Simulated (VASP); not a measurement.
# Zr8B15 (a cell with a defect) in VASP: single point with PBE

Aim: the single point of Zr8B15 (a cell with a defect) with PBE.

Program: VASP 6.6.1. These are calculated values, not measurements. Logs are shortened: lines on timing, memory, paths and dates and some standing lists are left out, and cuts for length are marked.

## (1) The cell of the first run

The cell holds a defect, 23 atoms: a = 6.390 Å, b = 6.390 Å, c = 7.122 Å, α = 90.00°, β = 90.00°, γ = 60.00°.

## (2) Single point, PBE

File INCAR:

```
PREC = Accurate
ENCUT = 520
EDIFF = 1E-6
ISMEAR = 1
SIGMA = 0.15
LREAL = Auto
LASPH = T
NELM = 100
ALGO = Normal
ISIF = 2
LWAVE = F
LCHARG = F
GGA = PE
NBANDS = 88
```

File KPOINTS:

```
Automatic mesh
0
Gamma
  3 3 2
```

File POSCAR:

```
Zr8B15
1.0
    3.1949820000      5.5338680000      0.0000000000
   -3.1949820000      5.5338680000      0.0000000000
    0.0000000000      0.0000000000      7.1216840000
Zr B
8 15
Direct
   -0.0021273506      0.0021105450     -0.0036519452
   -0.0021153311      0.0020968992      0.5034578900
   -0.0009381355      0.5015241632     -0.0025829565
   -0.0009287380      0.5015032006      0.5023862334
    0.4996520969      0.0021150215     -0.0036478732
    0.4996678013      0.0021013049      0.5034578900
    0.4996597560      0.5003270525     -0.0036481540
    0.4996589446      0.5003309359      0.5034574688
    0.1658088593      0.1680395448      0.2499125207
    0.3320088203      0.3350423273      0.2499046574
    0.1584685772      0.1826859281      0.7499286686
    0.3296834513      0.3362030498      0.7499024107
    0.1658005058      0.6682455900      0.2498942666
    0.3324015386      0.8348422410      0.2498966537
    0.1584730363      0.6609268843      0.7498857012
    0.6802418590      0.6609231273      0.7498927220
    0.6657320798      0.1681802939      0.2499031128
    0.8325971747      0.3350334952      0.2498986195
    0.6657314781      0.1681812571      0.7498976366
    0.8337477284      0.3362062712      0.7498967941
    0.6656011929      0.6682390794      0.2499031128
    0.8326002956      0.8344532012      0.2499011470
    0.8337525544      0.8321337660      0.7499043765
```

Potentials or basis: VASP PAW PBE potentials, release 64 (Zr_sv, B).

Launch:

```bash
> cat potpaw_PBE.64/Zr_sv/POTCAR potpaw_PBE.64/B/POTCAR > POTCAR
> mpirun -np 1 vasp_std > vasp.out
```

OUTCAR:

```text
PREC = Accurate
   ENCUT = 520
   EDIFF = 1E-6
   ISMEAR = 1
   LREAL = Auto
   LASPH = T
   NELM = 100
   ISIF = 2
   GGA = PE

 ion  position               nearest neighbor table
   1  0.998  0.002  0.996-  19 2.54  23 2.55  20 2.55  17 2.58  11 2.58  15 2.58  18 2.58  22 2.58
                            13 2.58   9 2.58  14 2.59   7 3.18   5 3.18   3 3.19   3 3.20   5 3.21
   2  0.998  0.002  0.503-  19 2.54  23 2.55  20 2.55  17 2.58  15 2.58  11 2.58  22 2.58  18 2.58
                             9 2.58  13 2.58  14 2.59   6 3.18   8 3.18   4 3.19   4 3.19   8 3.21
   3  0.999  0.502  0.997-  11 2.49  16 2.49  15 2.49  23 2.54  12 2.54  20 2.54  22 2.57  10 2.57
                            18 2.57  13 2.58  21 2.58   9 2.58   1 3.19   7 3.19   5 3.19   5 3.19
   4  0.999  0.502  0.502-  15 2.49  16 2.49  11 2.49  12 2.54  20 2.54  23 2.54  10 2.57  18 2.57
                            22 2.57   9 2.58  21 2.58  13 2.58   8 3.19   6 3.19   2 3.19   2 3.19
   5  0.500  0.002  0.996-  19 2.54  12 2.55  23 2.55  17 2.58  11 2.58  16 2.58  10 2.58  22 2.58
                             9 2.58  21 2.58  14 2.59   7 3.18   1 3.18   3 3.19   3 3.19   1 3.21
   6  0.500  0.002  0.503-  19 2.54  23 2.55  12 2.55  17 2.58  16 2.58  11 2.58  22 2.58  10 2.58
                             9 2.58  21 2.58  14 2.59   2 3.18   8 3.18   4 3.19   4 3.20   8 3.21
   7  0.500  0.500  0.996-  19 2.54  20 2.55  12 2.55  17 2.58  16 2.58  15 2.58  18 2.58  10 2.58
                            13 2.58  21 2.58  14 2.59   1 3.18   5 3.18   3 3.19   3 3.20   5 3.21
   8  0.500  0.500  0.503-  19 2.54  20 2.55  12 2.55  17 2.58  16 2.58  15 2.58  10 2.58  18 2.58
                            21 2.58  13 2.58  14 2.59   6 3.18   2 3.18   4 3.19   4 3.20   2 3.21
   9  0.166  0.168  0.250-  14 1.84  10 1.84  18 1.84   4 2.58   3 2.58   6 2.58   5 2.58   2 2.58
[... 15 lines left out ...]
  17  0.666  0.168  0.250-  18 1.85  10 1.85  22 1.85   5 2.58   1 2.58   7 2.58   6 2.58   8 2.58
                             2 2.58
  18  0.833  0.335  0.250-  21 1.84   9 1.84  17 1.85   4 2.57   3 2.57   1 2.58   7 2.58   2 2.58
                             8 2.58
  19  0.666  0.168  0.750-  20 1.86  23 1.86  12 1.86   6 2.54   8 2.54   2 2.54   1 2.54   7 2.54
                             5 2.54
  20  0.834  0.336  0.750-  16 1.80  11 1.80  19 1.86   4 2.54   3 2.54   8 2.55   7 2.55   2 2.55
                             1 2.55
  21  0.666  0.668  0.250-  14 1.84  18 1.84  22 1.84   3 2.58   4 2.58   7 2.58   8 2.58   6 2.58
                             5 2.58
  22  0.833  0.834  0.250-  13 1.84  21 1.84  17 1.85   3 2.57   4 2.57   1 2.58   2 2.58   6 2.58
                             5 2.58
  23  0.834  0.832  0.750-  15 1.80  16 1.80  19 1.86   3 2.54   4 2.54   6 2.55   1 2.55   2 2.55
                             5 2.55

  LATTYP: Found a hexagonal cell.
 ALAT       =     6.3899612692
 C/A-ratio  =     1.1145112936

  Lattice vectors:

 A1 = (   3.1949820000,  -5.5338680000,   0.0000000000)
 A2 = (   3.1949820000,   5.5338680000,   0.0000000000)
 A3 = (   0.0000000000,   0.0000000000,   7.1216840000)

Analysis of symmetry for initial positions (statically):
=====================================================================
 Subroutine PRICEL returns:
 Original cell was already a primitive cell.

 Routine SETGRP: Setting up the symmetry group for a
 hexagonal supercell.

 Subroutine GETGRP returns: Found  1 space group operations
 (whereof  1 operations were pure point group operations)
 out of a pool of 24 trial point group operations.

The static configuration has the point symmetry C_1 .

Analysis of symmetry for dynamics (positions and initial velocities):
=====================================================================
 Subroutine PRICEL returns:
 Original cell was already a primitive cell.

 Routine SETGRP: Setting up the symmetry group for a
 hexagonal supercell.

 Subroutine GETGRP returns: Found  1 space group operations
 (whereof  1 operations were pure point group operations)
 out of a pool of 24 trial point group operations.

The dynamic configuration has the point symmetry C_1 .

 Subroutine INISYM returns: Found  1 space group operations
 (whereof  1 operations are pure point group operations),
 and found     1 'primitive' translations

----------------------------------------------------------------------------------------

                                     Primitive cell

  volume of cell :     251.8314

  direct lattice vectors                    reciprocal lattice vectors
     3.194982000  5.533868000  0.000000000     0.156495404  0.090352715  0.000000000
[... 69 lines left out ...]
    -0.052165135  0.030117572  0.000000000     0.000000000  0.333333333  0.000000000
     0.000000000  0.000000000  0.070208114     0.000000000  0.000000000  0.500000000

  Length of vectors
     0.060235118  0.060235118  0.070208114

  Shift w.r.t. Gamma in fractional coordinates (k-lattice)
     0.000000000  0.000000000  0.000000000

 Subroutine IBZKPT returns following result:
 ===========================================

 Found     10 irreducible k-points:

 Following reciprocal coordinates:
            Coordinates               Weight
  0.000000  0.000000  0.000000      1.000000
  0.333333  0.000000  0.000000      2.000000
  0.333333  0.333333  0.000000      2.000000
  0.000000  0.333333  0.000000      2.000000
 -0.333333  0.333333  0.000000      2.000000
  0.000000  0.000000  0.500000      1.000000
  0.333333  0.000000  0.500000      2.000000
  0.333333  0.333333  0.500000      2.000000
  0.000000  0.333333  0.500000      2.000000
 -0.333333  0.333333  0.500000      2.000000
   k-points           NKPTS =     10   k-points in BZ     NKDIM =     10   number of bands    NBANDS=     88
   number of dos      NEDOS =    301   number of ions     NIONS =     23
   total plane-waves  NPLWV = 124416
   dimension x,y,z NGX =    48 NGY =   48 NGZ =   54
   dimension x,y,z NGXF=    96 NGYF=   96 NGZF=  108
   ions per type =               8  15
   NGX,Y,Z   is equivalent  to a cutoff of  12.49, 12.49, 12.61 a.u.
   NGXF,Y,Z  is equivalent  to a cutoff of  24.98, 24.98, 25.21 a.u.
 SYSTEM =  unknown system
   PREC   = accura    normal or accurate (medium, high low for compatibility)
   ISTART =      0    job   : 0-new  1-cont  2-samecut
   ICHARG =      2    charge: 1-file 2-atom 10-const
   ISPIN  =      1    spin polarized calculation?
   LNONCOLLINEAR =      F non collinear calculations
   LSORBIT =      F    spin-orbit coupling
   LASPH  =      T    aspherical Exc in radial PAW
   ENCUT  =  520.0 eV  38.22 Ry    6.18 a.u.  11.88 11.88 13.24*2*pi/ulx,y,z
   NELM   =    100;   NELMIN=  2; NELMDL= -5     # of ELM steps
   EDIFF  = 0.1E-05   stopping-criterion for ELM
   LREAL  =      T    real-space projection
   EDIFFG = 0.1E-04   stopping-criterion for IOM
   NSW    =      0    number of steps for IOM
   IBRION =     -1    ionic relax: 0-MD 1-quasi-New 2-CG
   NFREE  =      0    steps in history (QN), initial steepest desc. (CG)
   ISIF   =      2    stress and relaxation
   ISYM   =      2    0-nonsym 1-usesym 2-fastsym
   POTIM  = 0.5000    time-step for ionic-motion
   TEBEG  =    0.0;   TEEND  =   0.0 temperature during run
   PSTRESS=    0.0 pullay stress
   NELECT =     141.0000    total number of electrons
   NUPDOWN=      -1.0000    fix difference up-down
   EMIN   =  10.00;   EMAX   =-10.00  energy-range for DOS
   EFERMI =   0.00;   METHOD = LEGACY
   ISMEAR =     1;   SIGMA  =   0.15  broadening in eV -4-tet -1-fermi 0-gaus
   EFERMI_NEDOS =   21; number of points for ismear=-14 and -15
   IALGO  =     38    algorithm
   IMIX   =      4    mixing-type and parameters
     AMIX     =   0.40;   BMIX     =  1.00
     AMIX_MAG =   1.60;   BMIX_MAG =  1.00
  volume/ion in A,a.u.               =      10.95        73.89
  Fermi-wavevector in a.u.,A,eV,Ry     =   1.349308  2.549823 24.771219  1.820633
  Thomas-Fermi vector in A             =   2.476906
   LORBIT       =      0    0 simple, 1 ext, 2 COOP (PROOUT), +10 PAW based schemes
   GGA     = PE    functional components
   LHFCALC =     F    Hartree Fock is set to
   AEXX    =    0.0000 exact exchange contribution
   IVDW    =     0    specifies the selected vdW correction
   LEPSILON=     F    determine dielectric tensor
   LRPA    =     F    only Hartree local field effects (RPA)
 non-spin polarized calculation
 Methfessel and Paxton  Order N= 1 SIGMA  =   0.15
  energy-cutoff  :      520.00
  volume of cell :      251.83
 maximum number of plane-waves:      6810
   NGX = 23   NGY = 23   NGZ = 27

 number of electron     141.0000001 magnetization

 Free energy of the ion-electron system (eV)
  ---------------------------------------------------
  ext. energy  EPLUGINS =         0.00000000
  ---------------------------------------------------
  free energy    TOTEN  =      -189.13367545 eV

  energy without entropy =     -189.14768058  energy(sigma->0) =     -189.13834382

 E-fermi :   9.5242     XC(G=0): -12.1829

 val. band max:        9.5115646858   @ k =  -0.3333   0.3333   0.0000
 cond. band min:       9.6862158586   @ k =   0.3333   0.3333   0.5000
 fundamental gap:      0.1746511728
 Fermi energy:         9.5242075206

 k-point     1 :       0.0000    0.0000    0.0000
  band No.  band energies     occupation
      1     -38.7707      2.00000
      2     -38.7540      2.00000
      3     -38.6765      2.00000
      4     -38.6765      2.00000
      5     -38.6611      2.00000
      6     -38.6611      2.00000
[... 839 lines left out ...]
     81      13.4375      0.00000
     82      13.4549      0.00000
 [bands above 82 left out]

------------------------ aborting loop because EDIFF is reached ----------------------------------------

  FORCE on cell =-STRESS in cart. coord.  units (eV):
  Direction    XX          YY          ZZ          XY          YZ          ZX
  --------------------------------------------------------------------------------------
  -------------------------------------------------------------------------------------
  Total       -2.0187845     -2.0269653    -11.9892555     -0.0054352      0.0013814     -0.0021484
  in kB      -12.8437141    -12.8957615    -76.2768749     -0.0345795      0.0087886     -0.0136680
  external PRESSURE =     -34.0054502 kB  Pullay stress =       0.0000000 kB

 VOLUME and BASIS-vectors are now :
 -----------------------------------------------------------------------------
  energy-cutoff  :      520.00
  volume of cell :      251.83
      direct lattice vectors                 reciprocal lattice vectors
     3.194982000  5.533868000  0.000000000     0.156495404  0.090352715  0.000000000
    -3.194982000  5.533868000  0.000000000    -0.156495404  0.090352715  0.000000000
     0.000000000  0.000000000  7.121684000     0.000000000  0.000000000  0.140416227

 POSITION                                       TOTAL-FORCE (eV/Angst)
 -----------------------------------------------------------------------------------
      3.18144      5.53378      7.09568        -0.000969      0.000106     -0.039682
      3.18152      5.53377      3.58547        -0.001686     -0.000049      0.039654
      1.58962      8.30404      7.10329         0.000439     -0.000526     -0.031833
      1.58972      8.30398      3.57784        -0.000167      0.000220      0.032546
      1.58962      2.77671      7.09570         0.000080      0.001001     -0.039775
      1.58972      2.77672      3.58547        -0.000653      0.000685      0.039320
[... 15 lines left out ...]
     -0.00592      9.22525      1.77972        -0.001332      0.000326      0.000364
      0.00517      9.21880      5.34058         0.001957     -0.000859      0.000002
 -----------------------------------------------------------------------------------
    total drift:                                0.003971     -0.005427     -0.000835

  FREE ENERGIE OF THE ION-ELECTRON SYSTEM (eV)
  ---------------------------------------------------
  free  energy   TOTEN  =      -189.1336754463 eV

  energy  without entropy=     -189.1476805820  energy(sigma->0) =     -189.13834382
```

Wall time 14 min (1 thread of AMD EPYC 7R13, shared host); peak memory 0.39 GiB.

What came out:

```yaml
Free_energy: -189.1337 eV
Pressure: -3.4 GPa
Largest_force: 0.040 eV/Å
Band_gap_on_the_k_mesh: zero (an odd number of electrons rules out a gap without spin polarisation)
```

Forces on the atoms (eV/Å):
```
Zr  -0.001  0.000 -0.040
Zr  -0.002  0.000  0.040
Zr   0.000 -0.001 -0.032
Zr   0.000  0.000  0.033
Zr   0.000  0.001 -0.040
Zr  -0.001  0.001  0.039
Zr   0.000  0.000 -0.040
Zr   0.001 -0.001  0.038
B    0.001 -0.002 -0.001
B    0.002  0.000  0.000
B    0.023 -0.013 -0.001
B   -0.003 -0.001  0.000
B    0.001  0.001  0.000
B    0.001 -0.001  0.000
B   -0.001  0.027  0.001
B   -0.024 -0.012  0.001
B    0.001 -0.001  0.000
B    0.001 -0.002  0.000
B    0.000 -0.001  0.000
B    0.000  0.003  0.000
B   -0.001 -0.001  0.000
B   -0.001  0.000  0.000
B    0.002 -0.001  0.000
```

Caveat: the k points lie up to 0.44 Å⁻¹ apart, too coarse for converged energies and pressures of a metal.

The gap in the log of VASP goes by the Fermi energy; the results here count the filled bands.